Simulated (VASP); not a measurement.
A run of VASP 6.6.1:

The input INCAR:

```
ALGO = Normal
EDIFF = 1E-6
ENCUT = 520
GGA = PE
ISIF = 2
ISMEAR = -1
LASPH = True
LCHARG = False
LREAL = False
LWAVE = False
NBANDS = 29
NELM = 60
PREC = Accurate
SIGMA = 0.02
```

The input KPOINTS:

```
k-points
0
Gamma
  6 6 6
```

The input POSCAR:

```
NaGeCl3
1.0
    5.2687335031      0.0000000000      0.0000000000
    0.0000000000      5.1908704464      0.0000000000
    0.0000000000      0.0000000000      5.1908704464
Na Ge Cl
1 1 3
Direct
    0.0000000000      0.0000000000      0.0000000000
    0.5000000000      0.5000000000      0.5000000000
    0.5000000000      0.5000000000      0.0000000000
    0.5000000000      0.0000000000      0.5000000000
    0.0000000000      0.5000000000      0.5000000000
```

Potentials or basis: VASP PAW PBE potentials, release 64 (Na_pv, Ge_d, Cl).

The run is started by

```console
$ cat potpaw_PBE.64/Na_pv/POTCAR potpaw_PBE.64/Ge_d/POTCAR potpaw_PBE.64/Cl/POTCAR > POTCAR
$ mpirun -np 1 vasp_std > vasp.out
```

Hardware: 1 thread of Intel(R) Xeon(R) Platinum 8488C (Sapphire Rapids) (shared host).

Question: Estimate the wall time of this run.

Answer: Wall time 95 s on 1 thread of Intel(R) Xeon(R) Platinum 8488C (Sapphire Rapids), with other jobs on the host, peak memory 0.32 GiB. Counts: scf iterations 14, k points 40.
